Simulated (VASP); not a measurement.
# Mg63Si31 (a cell with a defect) in VASP: single point with PBEsol

Aim: the single point of Mg63Si31 (a cell with a defect) with PBEsol.

All numbers are computed with VASP 6.6.1; they aren't measurements. Logs are shortened: lines on timing, memory, paths and dates and some standing lists are left out, and cuts for length are marked.

### 1 The cell of the first run

The cell holds a defect, 94 atoms: a = 12.649 Å, b = 12.649 Å, c = 12.649 Å, α = 90.00°, β = 90.00°, γ = 90.00°.

### 2 Single point, PBEsol

Contents of INCAR:

```
ALGO     = Normal         # electronic algorithm
EDIFF    = 1E-7           # SCF threshold, eV
ENCUT    = 520            # plane-wave cutoff, eV
GGA      = PS             # functional
ISIF     = 2              # what is computed and relaxed
ISMEAR   = -1             # smearing method
ISYM     = 0            
LASPH    = True           # aspherical terms in the spheres
LCHARG   = True           # write CHGCAR
LELF     = True           # ELF
LREAL    = Auto         
LVHAR    = True         
LWAVE    = False          # write WAVECAR
NBANDS   = 178            # bands
NELM     = 100            # most SCF steps
PREC     = Accurate       # precision mode
SIGMA    = 0.05           # smearing width, eV
```

Contents of KPOINTS:

```
Automatic mesh
0
Gamma
  1 1 1
  0.25 0.25 0.25
```

Contents of POSCAR:

```
Mg63Si31
1.0
   12.6494980000      0.0000000000      0.0000000000
    0.0000000000     12.6494980000      0.0000000000
    0.0000000000      0.0000000000     12.6494980000
Mg Si
63 31
Direct
    0.3751340000      0.1245010000      0.1247330000
    0.3750570000      0.1251950000      0.6262340000
    0.3750780000      0.6259860000      0.1255570000
    0.8738430000      0.1249180000      0.1251900000
    0.8741660000      0.1236530000      0.6248070000
    0.8741370000      0.6245540000      0.1238850000
    0.8741610000      0.6254410000      0.6257460000
    0.1252410000      0.3759620000      0.1265720000
    0.1262090000      0.3743460000      0.6307470000
    0.1267030000      0.8744440000      0.1233580000
    0.1237480000      0.8788670000      0.6206140000
    0.6239030000      0.3743020000      0.1239970000
    0.6233210000      0.3749170000      0.6218500000
    0.6240000000      0.8744590000      0.1254420000
    0.6242790000      0.8743250000      0.6288520000
    0.1252430000      0.1263990000      0.3762200000
    0.1266710000      0.1231390000      0.8746360000
    0.1262420000      0.6305800000      0.3744700000
    0.1237720000      0.6204400000      0.8791190000
    0.6238740000      0.1237330000      0.3745320000
    0.6240010000      0.1252030000      0.8746770000
    0.6233300000      0.6215590000      0.3751940000
    0.6242380000      0.6286170000      0.8745550000
    0.1255530000      0.1249570000      0.1251740000
    0.1246780000      0.1249150000      0.6249450000
    0.1247040000      0.6247290000      0.1251720000
    0.1679550000      0.6411690000      0.6414240000
    0.6234360000      0.1241580000      0.1244020000
    0.6245550000      0.1243980000      0.6256850000
    0.6245390000      0.6254450000      0.1246290000
    0.6077060000      0.6244390000      0.6246980000
    0.3782570000      0.3756660000      0.3758620000
    0.3737640000      0.3728360000      0.8764270000
    0.3737090000      0.8761440000      0.3731180000
    0.3775210000      0.8744480000      0.8746480000
    0.8723990000      0.3731030000      0.3733690000
    0.8731040000      0.3755560000      0.8759480000
    0.8730820000      0.8757350000      0.3757860000
    0.8765150000      0.8732790000      0.8735150000
    0.3743780000      0.3742950000      0.1255630000
    0.3757400000      0.3912000000      0.6264480000
    0.3747160000      0.8743100000      0.1242540000
    0.3747650000      0.8606200000      0.6249740000
    0.8742160000      0.3746990000      0.1246730000
    0.8702230000      0.3706360000      0.6283130000
    0.8730430000      0.8744340000      0.1241990000
    0.8754980000      0.8739950000      0.6244450000
    0.3743820000      0.1253670000      0.3745500000
    0.3747260000      0.1239940000      0.8745410000
    0.3757160000      0.6261260000      0.3914590000
    0.3748050000      0.6247830000      0.8608840000
    0.8742010000      0.1244500000      0.3749110000
    0.8731200000      0.1240050000      0.8746270000
    0.8703360000      0.6280430000      0.3709270000
    0.8754640000      0.6242000000      0.8742200000
    0.1280250000      0.3734430000      0.3737050000
    0.1215570000      0.3722470000      0.8790140000
    0.1215410000      0.8787800000      0.3724800000
    0.1270770000      0.8728500000      0.8731150000
    0.6244270000      0.3734920000      0.3737300000
    0.6237260000      0.3742680000      0.8738230000
    0.6237320000      0.8735750000      0.3745550000
    0.6254440000      0.8758040000      0.8760600000
    0.9998490000      0.9995870000      0.9998160000
    0.9978020000      0.0020120000      0.4994280000
    0.9978050000      0.4992020000      0.0022390000
    0.4996290000      0.0002150000      0.0004500000
    0.4993710000      0.9988640000      0.5006340000
    0.4993760000      0.5003830000      0.9991390000
    0.5037760000      0.4953030000      0.4955590000
    0.2493120000      0.2488540000      0.0013920000
    0.2493910000      0.2536500000      0.5020790000
    0.2503290000      0.7484320000      0.9991050000
    0.2438580000      0.7579660000      0.4922600000
    0.7494830000      0.2494380000      0.0000010000
    0.7512360000      0.2497030000      0.4992210000
    0.7509580000      0.7497820000      0.9997650000
    0.7496700000      0.7472210000      0.5008070000
    0.2493120000      0.0011740000      0.2491080000
    0.2503120000      0.9988310000      0.7486740000
    0.2493820000      0.5018510000      0.2539180000
    0.2438920000      0.4920070000      0.7582790000
    0.7494540000      0.9997360000      0.2496800000
    0.7509880000      0.9995450000      0.7500350000
    0.7512630000      0.4989890000      0.2500050000
    0.7496170000      0.5005550000      0.7475040000
    0.9993600000      0.2515320000      0.2517490000
    0.9982490000      0.2497880000      0.7494110000
    0.9982220000      0.7492450000      0.2499380000
    0.0045580000      0.7459050000      0.7461350000
    0.4995090000      0.2488530000      0.2490750000
    0.4992800000      0.2509930000      0.7490550000
    0.4992850000      0.7488280000      0.2512700000
    0.5034630000      0.7540370000      0.7542640000
```

Potentials or basis: VASP PAW PBE potentials, release 64 (Mg, Si).

On the command line:

```bash
cat potpaw_PBE.64/Mg/POTCAR potpaw_PBE.64/Si/POTCAR > POTCAR
mpirun -np 1 vasp_std > vasp.out
```

OUTCAR:

```text
EDIFF = 1E-7
   ENCUT = 520
   GGA = PS
   ISIF = 2
   ISMEAR = -1
   ISYM = 0
   LASPH = True
   LREAL = Auto
   NELM = 100
   PREC = Accurate

 ion  position               nearest neighbor table
   1  0.375  0.125  0.125-  67 2.72  91 2.72  71 2.73  79 2.73  28 3.14  24 3.16  40 3.16  48 3.16
                            42 3.16  49 3.16
   2  0.375  0.125  0.626-  92 2.72  80 2.73  68 2.75  72 2.76  49 3.14  29 3.16  25 3.17  48 3.18
                            43 3.35  41 3.36
   3  0.375  0.626  0.126-  93 2.72  73 2.73  69 2.75  81 2.76  42 3.14  30 3.16  26 3.17  40 3.18
                            51 3.35  50 3.36
   4  0.874  0.125  0.125-  83 2.73  75 2.73  64 2.75  87 2.77  52 3.16  44 3.16  28 3.17  46 3.17
                            53 3.17  24 3.18
   5  0.874  0.124  0.625-  65 2.71  84 2.72  76 2.74  88 2.74  45 3.12  29 3.16  47 3.16  53 3.16
                            52 3.16  25 3.17
   6  0.874  0.625  0.124-  66 2.71  77 2.72  85 2.74  89 2.74  54 3.13  30 3.16  55 3.16  44 3.16
                            46 3.16  26 3.17
   7  0.874  0.625  0.626-  86 2.71  78 2.71  90 2.71  55 3.14  47 3.14  45 3.22  54 3.22  31 3.37
[... 167 lines left out ...]
  93  0.499  0.749  0.251-  62 2.72   3 2.72  34 2.74  22 2.74  30 2.74  14 2.75  42 2.75  50 2.83

  94  0.503  0.754  0.754-  31 2.67  63 2.67  51 2.67  43 2.67  23 2.68  15 2.68  35 2.68

IMPORTANT INFORMATION: All symmetrisations will be switched off!
NOSYMM: (Re-)initialisation of all symmetry stuff for point group C_1.

----------------------------------------------------------------------------------------

                                     Primitive cell

  volume of cell :    2024.0436

  direct lattice vectors                    reciprocal lattice vectors
    12.649498000  0.000000000  0.000000000     0.079054521  0.000000000  0.000000000
     0.000000000 12.649498000  0.000000000     0.000000000  0.079054521  0.000000000
     0.000000000  0.000000000 12.649498000     0.000000000  0.000000000  0.079054521

  length of vectors
    12.649498000 12.649498000 12.649498000     0.079054521  0.079054521  0.079054521

  position of ions in fractional coordinates (direct lattice)
     0.375134000  0.124501000  0.124733000
     0.375057000  0.125195000  0.626234000
     0.375078000  0.625986000  0.125557000
     0.873843000  0.124918000  0.125190000
     0.874166000  0.123653000  0.624807000
     0.874137000  0.624554000  0.123885000
[... 86 lines left out ...]
     0.499285000  0.748828000  0.251270000
     0.503463000  0.754037000  0.754264000

  ion indices of the primitive-cell ions
   primitive index   ion index
[... 139 lines left out ...]
   ISIF   =      2    stress and relaxation
   ISYM   =      0    0-nonsym 1-usesym 2-fastsym
   POTIM  = 0.5000    time-step for ionic-motion
   TEBEG  =    0.0;   TEEND  =   0.0 temperature during run
   PSTRESS=    0.0 pullay stress
   NELECT =     250.0000    total number of electrons
   NUPDOWN=      -1.0000    fix difference up-down
   EMIN   =  10.00;   EMAX   =-10.00  energy-range for DOS
   EFERMI =   0.00;   METHOD = LEGACY
   ISMEAR =    -1;   SIGMA  =   0.05  broadening in eV -4-tet -1-fermi 0-gaus
   EFERMI_NEDOS =   21; number of points for ismear=-14 and -15
   IALGO  =     38    algorithm
   IMIX   =      4    mixing-type and parameters
     AMIX     =   0.40;   BMIX     =  1.00
     AMIX_MAG =   1.60;   BMIX_MAG =  1.00
  volume/ion in A,a.u.               =      21.53       145.31
  Fermi-wavevector in a.u.,A,eV,Ry     =   0.815295  1.540684  9.043877  0.664706
  Thomas-Fermi vector in A             =   1.925357
   LORBIT       =      0    0 simple, 1 ext, 2 COOP (PROOUT), +10 PAW based schemes
   GGA     = PS    functional components
   LHFCALC =     F    Hartree Fock is set to
   AEXX    =    0.0000 exact exchange contribution
   IVDW    =     0    specifies the selected vdW correction
   LEPSILON=     F    determine dielectric tensor
   LRPA    =     F    only Hartree local field effects (RPA)
 non-spin polarized calculation
  energy-cutoff  :      520.00
  volume of cell :     2024.04
 maximum number of plane-waves:     54486
 NGX is ok and might be reduce to    96
   NGX = 47   NGY = 47   NGZ = 47

 number of electron     249.9999998 magnetization

 Free energy of the ion-electron system (eV)
  ---------------------------------------------------
  ext. energy  EPLUGINS =         0.00000000
  ---------------------------------------------------
  free energy    TOTEN  =      -298.81111218 eV

  energy without entropy =     -298.80330454  energy(sigma->0) =     -298.80720836

 E-fermi :   3.5834     XC(G=0):  -8.8301

 val. band max:        3.3125044649   @ k =   0.2500   0.2500   0.2500
 cond. band min:       3.8404712596   @ k =  -0.2500  -0.2500   0.2500
 fundamental gap:      0.5279667948
 Fermi energy:         3.5834239962

 k-point     1 :       0.2500    0.2500    0.2500
  band No.  band energies     occupation
      1      -5.5203      2.00000
      2      -5.1924      2.00000
      3      -5.1695      2.00000
      4      -5.0954      2.00000
      5      -4.8526      2.00000
      6      -4.8329      2.00000
[... 549 lines left out ...]
    136       4.7637      0.00000
    137       4.7745      0.00000
 [bands above 137 left out]

------------------------ aborting loop because EDIFF is reached ----------------------------------------

  FORCE on cell =-STRESS in cart. coord.  units (eV):
  Direction    XX          YY          ZZ          XY          YZ          ZX
  --------------------------------------------------------------------------------------
  -------------------------------------------------------------------------------------
  Total       -1.4308037     -1.1900547     -1.1865278      0.6286931     -0.5041975      0.6213632
  in kB       -1.1325849     -0.9420146     -0.9392228      0.4976562     -0.3991089      0.4918540
  external PRESSURE =      -1.0046074 kB  Pullay stress =       0.0000000 kB

 VOLUME and BASIS-vectors are now :
 -----------------------------------------------------------------------------
  energy-cutoff  :      520.00
  volume of cell :     2024.04
      direct lattice vectors                 reciprocal lattice vectors
    12.649498000  0.000000000  0.000000000     0.079054521  0.000000000  0.000000000
     0.000000000 12.649498000  0.000000000     0.000000000  0.079054521  0.000000000
     0.000000000  0.000000000 12.649498000     0.000000000  0.000000000  0.079054521

 POSITION                                       TOTAL-FORCE (eV/Angst)
 -----------------------------------------------------------------------------------
      4.74526      1.57488      1.57781        -0.011524     -0.011942     -0.010993
      4.74428      1.58365      7.92155        -0.010080     -0.002290     -0.011590
      4.74455      7.91841      1.58823        -0.010702     -0.011174     -0.006276
     11.05368      1.58015      1.58359        -0.008481     -0.016975     -0.019223
     11.05776      1.56415      7.90349         0.005094     -0.008079      0.006681
     11.05739      7.90029      1.56708         0.005737      0.008339     -0.007589
[... 86 lines left out ...]
      6.31570      9.47230      3.17844        -0.004349     -0.002207     -0.010468
      6.36855      9.53819      9.54106        -0.004070      0.000339     -0.001358
 -----------------------------------------------------------------------------------
    total drift:                                0.008886      0.013764      0.001857

  FREE ENERGIE OF THE ION-ELECTRON SYSTEM (eV)
  ---------------------------------------------------
  free  energy   TOTEN  =      -298.8111121775 eV

  energy  without entropy=     -298.8033045412  energy(sigma->0) =     -298.80720836
```

It took 29 min on 1 thread of Intel Xeon Platinum 8559C (Emerald Rapids), shared host; peak memory 2.1 GiB.

Results:

```
Free energy            : -298.8111 eV
Pressure               : -0.1 GPa
Largest force          : 0.093 eV/Å
Band gap on the k mesh : 0.53 eV
```

Forces on the atoms (eV/Å):
```
Mg  -0.012 -0.012 -0.011
Mg  -0.010 -0.002 -0.012
Mg  -0.011 -0.011 -0.006
Mg  -0.008 -0.017 -0.019
Mg   0.005 -0.008  0.007
Mg   0.006  0.008 -0.008
Mg   0.008  0.018  0.016
Mg   0.000  0.001 -0.007
Mg   0.015  0.004  0.005
Mg  -0.020 -0.007 -0.011
Mg  -0.002  0.004  0.008
Mg  -0.006 -0.016 -0.015
Mg  -0.007  0.004  0.002
Mg  -0.014 -0.015 -0.005
Mg   0.008 -0.010 -0.015
Mg   0.000 -0.010 -0.001
Mg  -0.019 -0.012 -0.006
Mg   0.013  0.003  0.005
Mg  -0.002  0.005  0.004
Mg  -0.006 -0.014 -0.017
Mg  -0.012 -0.004 -0.014
Mg  -0.005  0.005  0.003
Mg   0.008 -0.017 -0.009
Mg   0.000 -0.001  0.001
Mg   0.011  0.030  0.005
Mg   0.009  0.005  0.027
Mg  -0.059 -0.052 -0.050
Mg   0.022  0.013  0.012
Mg  -0.005  0.002  0.018
Mg  -0.005  0.018  0.004
Mg   0.022  0.013  0.012
Mg  -0.026 -0.004 -0.001
Mg   0.007 -0.014  0.006
Mg   0.008  0.006 -0.016
Mg  -0.021 -0.005 -0.003
Mg   0.025  0.028  0.027
Mg  -0.008 -0.012 -0.018
Mg  -0.007 -0.021 -0.011
Mg   0.001 -0.003 -0.003
Mg   0.002  0.017  0.014
Mg  -0.004 -0.017 -0.011
Mg   0.017  0.004  0.012
Mg   0.006  0.012  0.017
Mg   0.005  0.002 -0.004
Mg  -0.004 -0.005 -0.003
Mg   0.023  0.015  0.012
Mg  -0.007  0.003  0.009
Mg   0.002  0.012  0.016
Mg   0.016  0.013  0.004
Mg  -0.003 -0.007 -0.016
Mg   0.003  0.015  0.013
Mg   0.007 -0.005  0.002
Mg   0.020  0.012  0.017
Mg  -0.006 -0.002 -0.007
Mg  -0.005  0.010  0.005
Mg  -0.001 -0.006 -0.009
Mg  -0.011 -0.010  0.016
Mg  -0.010  0.016 -0.011
Mg   0.009  0.014  0.013
Mg   0.001  0.006  0.006
Mg   0.020  0.010  0.007
Mg   0.019  0.005  0.009
Mg   0.009  0.006  0.004
Si   0.008  0.001  0.001
Si   0.008 -0.009 -0.011
Si   0.009 -0.010 -0.009
Si  -0.007  0.017  0.017
Si  -0.020 -0.003  0.014
Si  -0.020  0.015 -0.005
Si   0.007  0.001  0.003
Si  -0.005  0.003  0.002
Si  -0.023 -0.004 -0.007
Si   0.020 -0.007 -0.017
Si   0.037  0.004 -0.015
Si   0.000  0.002  0.009
Si  -0.010 -0.006  0.025
Si   0.011 -0.014  0.020
Si  -0.003 -0.010  0.024
Si  -0.005  0.003  0.004
Si   0.017 -0.017 -0.007
Si  -0.024 -0.009 -0.007
Si   0.036 -0.011  0.000
Si  -0.001  0.011  0.004
Si   0.010  0.018 -0.015
Si  -0.010  0.025 -0.008
Si  -0.002  0.024 -0.013
Si   0.025 -0.012 -0.011
Si  -0.004  0.013 -0.021
Si  -0.004 -0.023  0.018
Si  -0.050 -0.005 -0.004
Si   0.000  0.000  0.001
Si  -0.004 -0.011 -0.001
Si  -0.004 -0.002 -0.010
Si  -0.004  0.000 -0.001
```

Caveat: the PAW data sets were made with another functional, which shifts forces and pressure a little.
